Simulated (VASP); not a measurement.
BaAu2, 3 atoms in the cell. Symmetry: P6/mmm, No. 191, hexagonal system. The conventional cell has a = 4.804 Å, b = 4.804 Å, c = 4.119 Å, α = 90.00°, β = 90.00°, γ = 120.00°. Ba (site symmetry 6/mmm) has 12 Au at 3.45 Å and 2 Ba at 4.12 Å within 4.5 Å. Within 3.7 Å of Au (site symmetry -6m2) lie 3 Au at 2.77 Å and 6 Ba at 3.45 Å. 

| Item | Value |
| --- | --- |
| Program | VASP 6.6.1 |
| Task | single point |
| Functional | r2SCAN |
| Potentials or basis | VASP PAW PBE potentials, release 64 (Ba_sv, Au) |
| Cutoff | 520 eV |
| k mesh | 8 × 8 × 8 |
| Occupations | gaussian, width 0.2 eV |
| Spin | no spin polarisation |
| Dipole correction | no |
| Further INCAR settings | ALGO = Normal; EDIFF = 1e-06; NBANDS = 23 |

Potentials or basis: VASP PAW PBE potentials, release 64 (Ba_sv, Au).

The run is started by

```sh
$ cat potpaw_PBE.64/Ba_sv/POTCAR potpaw_PBE.64/Au/POTCAR > POTCAR
$ cp INCAR.step1 INCAR
$ mpirun -np 1 vasp_std > vasp.out
$ cp INCAR.step2 INCAR
$ mpirun -np 1 vasp_std > vasp.out
```

Hardware: 1 thread of AMD EPYC 9R45 96-Core Processor (Zen 5), with other jobs on the host.

Question: Estimate the wall time of this run.

Answer: Run time: 3 min on 1 thread of AMD EPYC 9R45 96-Core Processor (Zen 5), on a shared host, peak memory 0.23 GiB. Counts: k points 50.
